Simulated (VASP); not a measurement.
# In3As (P4/mmm) in VASP: single point with PBE+D3(BJ)

Aim: the single point of In3As with PBE+D3(BJ).

Everything below comes from runs of VASP 6.6.1. Logs are shortened: lines on timing, memory, paths and dates and some standing lists are left out, and cuts for length are marked.

**1. The cell of the first run**

It takes space group P4/mmm (No. 123, tetragonal). The conventional cell has a = 4.602 Å, b = 4.602 Å, c = 4.430 Å, α = 90.00°, β = 90.00°, γ = 90.00°. In (site symmetry 4/mmm) has 8 In at 3.19 Å and 4 As at 3.25 Å within 4.2 Å. Within 4.2 Å of In (site symmetry mmm) lie 8 In at 3.19 to 3.25 Å and 4 As at 3.19 Å. As (site symmetry 4/mmm) has 12 In at 3.19 to 3.25 Å within 4.2 Å.

**2. Single point, PBE+D3(BJ) (strain -0.0375 x Voigt [1, 0, 0, 0, 0, 0])**

File INCAR:

```
SYSTEM = In3As
PREC = Accurate ; ENCUT = 520
EDIFF = 1E-7 ; ISMEAR = 0
SIGMA = 0.15 ; LREAL = .False.
LASPH = .True. ; NELM = 100
ALGO = Fast ; ISIF = 2
LWAVE = .False. ; LCHARG = .False.
GGA = PE ; IVDW = 12
NBANDS = 30
```

File KPOINTS:

```
Automatic mesh
0
Gamma
  10 10 10
  0 0 0
```

File POSCAR:

```
In3As
1.0
    4.4295553086      0.0000000000      0.0000000000
    0.0000000000      4.6021353856      0.0000000000
    0.0000000000      0.0000000000      4.6021353856
In As
3 1
Direct
    0.0000000000      0.5000000000      0.5000000000
    0.5000000000      0.0000000000      0.5000000000
    0.5000000000      0.5000000000      0.0000000000
    0.0000000000      0.0000000000      0.0000000000
```

Potentials or basis: VASP PAW PBE potentials, release 64 (In_d, As).

Command:

```sh
$ cat potpaw_PBE.64/In_d/POTCAR potpaw_PBE.64/As/POTCAR > POTCAR
$ mpirun -np 1 vasp_std > vasp.out
```

OUTCAR:

```text
SYSTEM = In3As
   PREC = Accurate
   ENCUT = 520
   EDIFF = 1E-7
   ISMEAR = 0
   LREAL = .False.
   LASPH = .True.
   NELM = 100
   ISIF = 2
   GGA = PE
   IVDW = 12
 IVDW          = 12

 ion  position               nearest neighbor table
   1  0.000  0.500  0.500-   2 3.19   3 3.19   3 3.19   2 3.19   2 3.19   3 3.19   3 3.19   2 3.19
                             4 3.25   4 3.25   4 3.25   4 3.25
   2  0.500  0.000  0.500-   1 3.19   4 3.19   4 3.19   1 3.19   1 3.19   4 3.19   4 3.19   1 3.19
                             3 3.25   3 3.25   3 3.25   3 3.25
   3  0.500  0.500  0.000-   1 3.19   4 3.19   1 3.19   4 3.19   1 3.19   4 3.19   1 3.19   4 3.19
                             2 3.25   2 3.25   2 3.25   2 3.25
   4  0.000  0.000  0.000-   2 3.19   3 3.19   2 3.19   3 3.19   2 3.19   3 3.19   2 3.19   3 3.19
                             1 3.25   1 3.25   1 3.25   1 3.25

  LATTYP: Found a simple tetragonal cell.
 ALAT       =     4.6021353856
 C/A-ratio  =     0.9625000000

  Lattice vectors:

 A1 = (   0.0000000000,   4.6021353856,   0.0000000000)
 A2 = (   0.0000000000,   0.0000000000,   4.6021353856)
 A3 = (   4.4295553086,   0.0000000000,   0.0000000000)

Analysis of symmetry for initial positions (statically):
=====================================================================
 Subroutine PRICEL returns:
 Original cell was already a primitive cell.

 Routine SETGRP: Setting up the symmetry group for a
 simple tetragonal supercell.

 Subroutine GETGRP returns: Found 16 space group operations
 (whereof 16 operations were pure point group operations)
 out of a pool of 16 trial point group operations.

The static configuration has the point symmetry D_4h.

Analysis of symmetry for dynamics (positions and initial velocities):
=====================================================================
 Subroutine PRICEL returns:
 Original cell was already a primitive cell.

 Routine SETGRP: Setting up the symmetry group for a
 simple tetragonal supercell.

 Subroutine GETGRP returns: Found 16 space group operations
 (whereof 16 operations were pure point group operations)
 out of a pool of 16 trial point group operations.

The dynamic configuration has the point symmetry D_4h.

 Subroutine INISYM returns: Found 16 space group operations
 (whereof 16 operations are pure point group operations),
 and found     1 'primitive' translations

----------------------------------------------------------------------------------------

                                     Primitive cell

  volume of cell :      93.8164

[... 95 lines left out ...]
   NSW    =      0    number of steps for IOM
   IBRION =     -1    ionic relax: 0-MD 1-quasi-New 2-CG
   NFREE  =      0    steps in history (QN), initial steepest desc. (CG)
   ISIF   =      2    stress and relaxation
   ISYM   =      2    0-nonsym 1-usesym 2-fastsym
   POTIM  = 0.5000    time-step for ionic-motion
   TEBEG  =    0.0;   TEEND  =   0.0 temperature during run
   PSTRESS=    0.0 pullay stress
   NELECT =      44.0000    total number of electrons
   NUPDOWN=      -1.0000    fix difference up-down
   EMIN   =  10.00;   EMAX   =-10.00  energy-range for DOS
   EFERMI =   0.00;   METHOD = LEGACY
   ISMEAR =     0;   SIGMA  =   0.15  broadening in eV -4-tet -1-fermi 0-gaus
   EFERMI_NEDOS =   21; number of points for ismear=-14 and -15
   IALGO  =     68    algorithm
   IMIX   =      4    mixing-type and parameters
     AMIX     =   0.40;   BMIX     =  1.00
     AMIX_MAG =   1.60;   BMIX_MAG =  1.00
  volume/ion in A,a.u.               =      23.45       158.28
  Fermi-wavevector in a.u.,A,eV,Ry     =   1.271938  2.403615 22.011877  1.617827
  Thomas-Fermi vector in A             =   2.404844
   LORBIT       =      0    0 simple, 1 ext, 2 COOP (PROOUT), +10 PAW based schemes
   GGA     = PE    functional components
   LHFCALC =     F    Hartree Fock is set to
   AEXX    =    0.0000 exact exchange contribution
   IVDW    =    12    specifies the selected vdW correction
   LEPSILON=     F    determine dielectric tensor
   LRPA    =     F    only Hartree local field effects (RPA)
 non-spin polarized calculation
 RMM-DIIS sequential band-by-band and
 Gauss-broadening in eV      SIGMA  =   0.15
  energy-cutoff  :      520.00
  volume of cell :       93.82
 maximum number of plane-waves:      2552
 NGX is ok and might be reduce to    36
   NGX = 17   NGY = 17   NGZ = 17

 number of electron      43.9999981 magnetization

 Free energy of the ion-electron system (eV)
  ---------------------------------------------------
  ext. energy  EPLUGINS =         0.00000000
  ---------------------------------------------------
  free energy    TOTEN  =       -11.93359719 eV

  energy without entropy =      -11.90869923  energy(sigma->0) =      -11.92114821

 E-fermi :   7.6399     XC(G=0): -10.5365

 val. band max:        7.6397480352   @ k =   0.2000   0.2000   0.1000
 cond. band min:       7.6402219115   @ k =   0.4000   0.3000   0.3000
 fundamental gap:      0.0004738762
 Fermi energy:         7.6399342544

 k-point     1 :       0.0000    0.0000    0.0000
  band No.  band energies     occupation
      1      -7.2580      2.00000
      2      -7.2427      2.00000
      3      -7.2427      2.00000
      4      -7.2044      2.00000
      5      -7.0526      2.00000
      6      -7.0119      2.00000
[... 781 lines left out ...]
     29      12.3206      0.00000
     30      15.4490      0.00000

 [... further k-points ...]

------------------------ aborting loop because EDIFF is reached ----------------------------------------

 Edisp (eV)   -1.51765

 E8    (eV) :    -0.7282

  FORCE on cell =-STRESS in cart. coord.  units (eV):
  Direction    XX          YY          ZZ          XY          YZ          ZX
  --------------------------------------------------------------------------------------
  -------------------------------------------------------------------------------------
  Total       0.90270     1.28578     1.28578     0.00000     0.00000     0.00000
  in kB      15.41606    21.95834    21.95834     0.00000     0.00000     0.00000
  external pressure =       19.78 kB  Pullay stress =        0.00 kB

 VOLUME and BASIS-vectors are now :
 -----------------------------------------------------------------------------
  energy-cutoff  :      520.00
  volume of cell :       93.82
      direct lattice vectors                 reciprocal lattice vectors
     4.429555309  0.000000000  0.000000000     0.225756296  0.000000000  0.000000000
     0.000000000  4.602135386  0.000000000     0.000000000  0.217290435  0.000000000
     0.000000000  0.000000000  4.602135386     0.000000000  0.000000000  0.217290435

 POSITION                                       TOTAL-FORCE (eV/Angst)
 -----------------------------------------------------------------------------------
      0.00000      2.30107      2.30107         0.000000      0.000000      0.000000
      2.21478      0.00000      2.30107         0.000000      0.000000      0.000000
      2.21478      2.30107      0.00000         0.000000      0.000000      0.000000
      0.00000      0.00000      0.00000         0.000000      0.000000      0.000000
 -----------------------------------------------------------------------------------
    total drift:                                0.000000      0.000000      0.000000

  FREE ENERGIE OF THE ION-ELECTRON SYSTEM (eV)
  ---------------------------------------------------
  free  energy   TOTEN  =       -13.4512444061 eV

  energy  without entropy=      -13.4263464422  energy(sigma->0) =      -13.43879542
```

stdout:

```text
POSCAR found type information on POSCAR InAs
 POSCAR found :  2 types and       4 ions
 scaLAPACK will be used
 LDA part: xc-table for (Slater+PW92), standard interpolation
 POSCAR, INCAR and KPOINTS ok, starting setup
 FFT: planning ... GRIDC
 FFT: planning ... GRID_SOFT
 FFT: planning ... GRID
 WAVECAR not read
 entering main loop
WARNING in EDDRMM: call to ZHEGV failed, returncode =   6  3     30
WARNING in EDDRMM: call to ZHEGV failed, returncode =   8  4     30
WARNING in EDDRMM: call to ZHEGV failed, returncode =   8  4     28
WARNING in EDDRMM: call to ZHEGV failed, returncode =   8  4     29
WARNING in EDDRMM: call to ZHEGV failed, returncode =   6  3     27
```

It took 6.9 min on 1 thread of Intel Xeon 6975P-C, shared host; peak memory 0.43 GiB.

Results:

* Free energy: -13.4512 eV
* Pressure: 2.0 GPa
* Band gap on the k mesh: zero (band 22 reaches 8.49 eV, above the bottom of band 23 at 3.87 eV)
* Dispersion energy per atom: -0.379 eV

Stress tensor (GPa, compression positive):
```
1.54 0.00 0.00
0.00 2.20 0.00
0.00 0.00 2.20
```

Caveat: the cell differs from its parent crystal (strain -0.0375 x Voigt [1, 0, 0, 0, 0, 0]); spin-orbit coupling is left out, which moves the levels of the heavy elements; pairwise dispersion overbinds metals, which lowers pressure and volume.
